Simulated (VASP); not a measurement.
# KGeAu2S4 in VASP: a series of runs

The runs below take KGeAu2S4 through single point, with PBE.

Program: VASP 6.6.1. These are calculated values, not measurements. Logs are shortened: lines on timing, memory, paths and dates and some standing lists are left out, and cuts for length are marked.

## Step 1: The cell of the first run

The cell holds an amorphous packing of atoms, 8 atoms: a = 5.283 Å, b = 6.012 Å, c = 6.767 Å, α = 86.69°, β = 101.57°, γ = 76.01°.

## Step 2: Single point, PBE

Input file INCAR:

```
SYSTEM = KGeAu2S4
PREC = Accurate
ENCUT = 520
EDIFF = 1E-6
ISMEAR = 1
SIGMA = 0.15
LREAL = .False.
LASPH = .True.
NELM = 80
ALGO = Normal
ISIF = 2
LWAVE = .False.
LCHARG = .False.
GGA = PE
NBANDS = 44
```

Input file KPOINTS:

```
regular mesh
0
Gamma
  3 3 2
  0 0 0
```

Input file POSCAR:

```
KGeAu2S4
1.0
    5.1824830000      0.5390340000     -0.8744760000
    0.9713960000      5.9006410000      0.6147600000
   -0.2157280000     -0.2702810000      6.7580640000
Ge Au S K
1 2 4 1
Direct
    0.9093469269      0.4064523531      0.2859998684
    0.3299967914      0.9634233533      0.3122188741
    0.3270279360      0.5424490859      0.5628086803
    0.7971148051      0.0046948771      0.1890135316
    0.7935889202      0.7022597393      0.5926462471
    0.9898722069      0.6725194244      0.9786794630
    0.7117825408      0.1510146766      0.5316740070
    0.3097479690      0.0288134820      0.8049019347
```

Potentials or basis: VASP PAW PBE potentials, release 64 (Ge_d, Au, S, K_sv).

Launch:

```bash
cat potpaw_PBE.64/Ge_d/POTCAR potpaw_PBE.64/Au/POTCAR potpaw_PBE.64/S/POTCAR potpaw_PBE.64/K_sv/POTCAR > POTCAR
mpirun -np 1 vasp_std > vasp.out
```

OUTCAR:

```text
SYSTEM = KGeAu2S4
   PREC = Accurate
   ENCUT = 520
   EDIFF = 1E-6
   ISMEAR = 1
   LREAL = .False.
   LASPH = .True.
   NELM = 80
   ISIF = 2
   GGA = PE

 ion  position               nearest neighbor table
   1  0.909  0.406  0.286-   4 2.71   6 2.71   7 2.72   3 2.90   2 3.00
   2  0.330  0.963  0.312-   4 2.72   7 2.76   4 2.82   5 2.83   3 2.97   1 3.00   8 3.40   8 3.41

   3  0.327  0.542  0.563-   7 2.76   5 2.80   5 2.83   1 2.90   2 2.97   8 3.42   8 3.44
   4  0.797  0.005  0.189-   7 2.61   6 2.64   1 2.71   2 2.72   2 2.82   8 3.24
   5  0.794  0.702  0.593-   6 2.59   7 2.62   3 2.80   2 2.83   3 2.83
   6  0.990  0.673  0.979-   5 2.59   4 2.64   1 2.71
   7  0.712  0.151  0.532-   4 2.61   5 2.62   1 2.72   3 2.76   2 2.76   8 3.21   8 3.26
   8  0.310  0.029  0.805-   7 3.21   4 3.24   7 3.26   2 3.40   2 3.41   3 3.42   3 3.44

  LATTYP: Found a triclinic cell.
 ALAT       =     6.0115808451
 B/A-ratio  =     1.5482702633
 C/A-ratio  =     0.8788558466
 COS(alpha) =     0.0102458032
 COS(beta)  =     0.2417203887
 COS(gamma) =     0.6878850840

  Lattice vectors:

 A1 = (   0.9713960000,   5.9006410000,   0.6147600000)
 A2 = (   0.7556680000,   5.6303600000,   7.3728240000)
 A3 = (   5.1824830000,   0.5390340000,  -0.8744760000)

Analysis of symmetry for initial positions (statically):
=====================================================================
 Subroutine PRICEL returns:
 Original cell was already a primitive cell.

 Routine SETGRP: Setting up the symmetry group for a
 triclinic supercell.

 Subroutine GETGRP returns: Found  1 space group operations
 (whereof  1 operations were pure point group operations)
 out of a pool of  2 trial point group operations.

The static configuration has the point symmetry C_1 .

Analysis of symmetry for dynamics (positions and initial velocities):
=====================================================================
 Subroutine PRICEL returns:
 Original cell was already a primitive cell.

 Routine SETGRP: Setting up the symmetry group for a
 triclinic supercell.

 Subroutine GETGRP returns: Found  1 space group operations
 (whereof  1 operations were pure point group operations)
 out of a pool of  2 trial point group operations.

The dynamic configuration has the point symmetry C_1 .

 Subroutine INISYM returns: Found  1 space group operations
[... 96 lines left out ...]
   EDIFFG = 0.1E-04   stopping-criterion for IOM
   NSW    =      0    number of steps for IOM
   IBRION =     -1    ionic relax: 0-MD 1-quasi-New 2-CG
   NFREE  =      0    steps in history (QN), initial steepest desc. (CG)
   ISIF   =      2    stress and relaxation
   ISYM   =      2    0-nonsym 1-usesym 2-fastsym
   POTIM  = 0.5000    time-step for ionic-motion
   TEBEG  =    0.0;   TEEND  =   0.0 temperature during run
   PSTRESS=    0.0 pullay stress
   NELECT =      69.0000    total number of electrons
   NUPDOWN=      -1.0000    fix difference up-down
   EMIN   =  10.00;   EMAX   =-10.00  energy-range for DOS
   EFERMI =   0.00;   METHOD = LEGACY
   ISMEAR =     1;   SIGMA  =   0.15  broadening in eV -4-tet -1-fermi 0-gaus
   EFERMI_NEDOS =   21; number of points for ismear=-14 and -15
   IALGO  =     38    algorithm
   IMIX   =      4    mixing-type and parameters
     AMIX     =   0.40;   BMIX     =  1.00
     AMIX_MAG =   1.60;   BMIX_MAG =  1.00
  volume/ion in A,a.u.               =      25.38       171.26
  Fermi-wavevector in a.u.,A,eV,Ry     =   1.142454  2.158924 17.758331  1.305200
  Thomas-Fermi vector in A             =   2.279152
   LORBIT       =      0    0 simple, 1 ext, 2 COOP (PROOUT), +10 PAW based schemes
   GGA     = PE    functional components
   LHFCALC =     F    Hartree Fock is set to
   AEXX    =    0.0000 exact exchange contribution
   IVDW    =     0    specifies the selected vdW correction
   LEPSILON=     F    determine dielectric tensor
   LRPA    =     F    only Hartree local field effects (RPA)
 non-spin polarized calculation
 Methfessel and Paxton  Order N= 1 SIGMA  =   0.15
  energy-cutoff  :      520.00
  volume of cell :      203.03
 maximum number of plane-waves:      5482
   NGX = 19   NGY = 23   NGZ = 25

 number of electron      69.0000006 magnetization

 Free energy of the ion-electron system (eV)
  ---------------------------------------------------
  ext. energy  EPLUGINS =         0.00000000
  ---------------------------------------------------
  free energy    TOTEN  =       -26.54885288 eV

  energy without entropy =      -26.53202611  energy(sigma->0) =      -26.54324396

 E-fermi :   3.3534     XC(G=0):  -9.0754

 val. band max:        3.3293690014   @ k =   0.3333   0.3333   0.5000
 cond. band min:       3.3636493668   @ k =   0.0000  -0.0000   0.5000
 fundamental gap:      0.0342803654
 Fermi energy:         3.3534384711

 k-point     1 :       0.0000    0.0000    0.0000
  band No.  band energies     occupation
      1     -26.6187      2.00000
      2     -21.6226      2.00000
      3     -21.6214      2.00000
      4     -21.6055      2.00000
      5     -21.6009      2.00000
      6     -21.5973      2.00000
[... 459 lines left out ...]
     43       8.0238      0.00000
     44       9.0263      0.00000

------------------------ aborting loop because EDIFF is reached ----------------------------------------

  FORCE on cell =-STRESS in cart. coord.  units (eV):
  Direction    XX          YY          ZZ          XY          YZ          ZX
  --------------------------------------------------------------------------------------
  -------------------------------------------------------------------------------------
  Total       -7.8797447     -2.9528332     -1.9861273      0.6262060     -1.0380187      1.6746891
  in kB      -62.1820422    -23.3019226    -15.6732808      4.9416282     -8.1913977     13.2156047
  external PRESSURE =     -33.7190819 kB  Pullay stress =       0.0000000 kB

 VOLUME and BASIS-vectors are now :
 -----------------------------------------------------------------------------
  energy-cutoff  :      520.00
  volume of cell :      203.03
      direct lattice vectors                 reciprocal lattice vectors
     5.182483000  0.539034000 -0.874476000     0.197228464 -0.032987319  0.004976552
     0.971396000  5.900641000  0.614760000    -0.016778266  0.171576126  0.006326401
    -0.215728000 -0.270281000  6.758064000     0.027047120 -0.019876219  0.148039832

 POSITION                                       TOTAL-FORCE (eV/Angst)
 -----------------------------------------------------------------------------------
      5.04580      2.81120      1.38747         0.459711      0.088390      0.248683
      2.57871      5.77831      2.41369        -0.425696      0.082160     -0.077179
      2.10034      3.22496      3.85099        -0.009219     -0.155254     -0.509260
      4.09482      0.40629      0.58319         0.567092     -0.599067      0.130267
      4.66708      4.41137      3.74289         0.327917     -0.880124     -0.045290
      5.57215      4.23735      6.16180        -0.486898      0.475085      0.166252
      3.72080      1.13106      3.06349        -0.404129      0.989587     -0.151068
      1.45961      0.11943      5.18642        -0.028779     -0.000776      0.237595
 -----------------------------------------------------------------------------------
    total drift:                               -0.001283     -0.000300      0.000207

  FREE ENERGIE OF THE ION-ELECTRON SYSTEM (eV)
  ---------------------------------------------------
  free  energy   TOTEN  =       -26.5488528829 eV

  energy  without entropy=      -26.5320261115  energy(sigma->0) =      -26.54324396
```

OSZICAR:

```text
N       E                     dE             d eps       ncg     rms          rms(c)
DAV:   1     0.608961322278E+03    0.60896E+03   -0.30826E+04  1116   0.206E+03
DAV:   2     0.564362324985E+02   -0.55253E+03   -0.52853E+03   964   0.649E+02
DAV:   3    -0.220180219797E+02   -0.78454E+02   -0.76627E+02  1056   0.141E+02
DAV:   4    -0.277625284334E+02   -0.57445E+01   -0.57021E+01  1176   0.423E+01
DAV:   5    -0.279822173735E+02   -0.21969E+00   -0.21932E+00  1440   0.676E+00    0.159E+01
DAV:   6    -0.267210954779E+02    0.12611E+01   -0.98636E+00   976   0.186E+01    0.123E+01
DAV:   7    -0.265660453833E+02    0.15505E+00   -0.18328E+00   960   0.724E+00    0.627E+00
DAV:   8    -0.265710591586E+02   -0.50138E-02   -0.44535E-01  1040   0.325E+00    0.173E+00
DAV:   9    -0.265504439498E+02    0.20615E-01   -0.13464E-01  1024   0.180E+00    0.674E-01
DAV:  10    -0.265482555402E+02    0.21884E-02   -0.23775E-02   968   0.806E-01    0.306E-01
DAV:  11    -0.265484896747E+02   -0.23413E-03   -0.36384E-03  1072   0.269E-01    0.151E-01
DAV:  12    -0.265487537113E+02   -0.26404E-03   -0.82084E-04  1072   0.161E-01    0.533E-02
DAV:  13    -0.265488154482E+02   -0.61737E-04   -0.15761E-04  1040   0.721E-02    0.197E-02
DAV:  14    -0.265488390945E+02   -0.23646E-04   -0.28151E-05  1080   0.252E-02    0.125E-02
DAV:  15    -0.265488524304E+02   -0.13336E-04   -0.17948E-05   984   0.179E-02    0.522E-03
DAV:  16    -0.265488528829E+02   -0.45248E-06   -0.13926E-06   760   0.685E-03
   1 F= -.26548853E+02 E0= -.26543244E+02  d E =-.168268E-01
```

Run time: 3.3 min. Hardware: 1 thread of Intel Xeon 8259CL, shared host; peak memory 0.34 GiB.

What came out:

```yaml
Free_energy: -26.5489 eV
Pressure: -3.4 GPa
Largest_force: 1.080 eV/Å
```

Forces in eV/Å, atoms in the order of the input:
```
Ge   0.460  0.088  0.249
Au  -0.426  0.082 -0.077
Au  -0.009 -0.155 -0.509
S    0.567 -0.599  0.130
S    0.328 -0.880 -0.045
S   -0.487  0.475  0.166
S   -0.404  0.990 -0.151
K   -0.029 -0.001  0.238
```

Caveat: the k points lie up to 0.48 Å⁻¹ apart; spin-orbit coupling is left out, which moves the levels of the heavy elements.

(Part 1 of 2 ends here.)
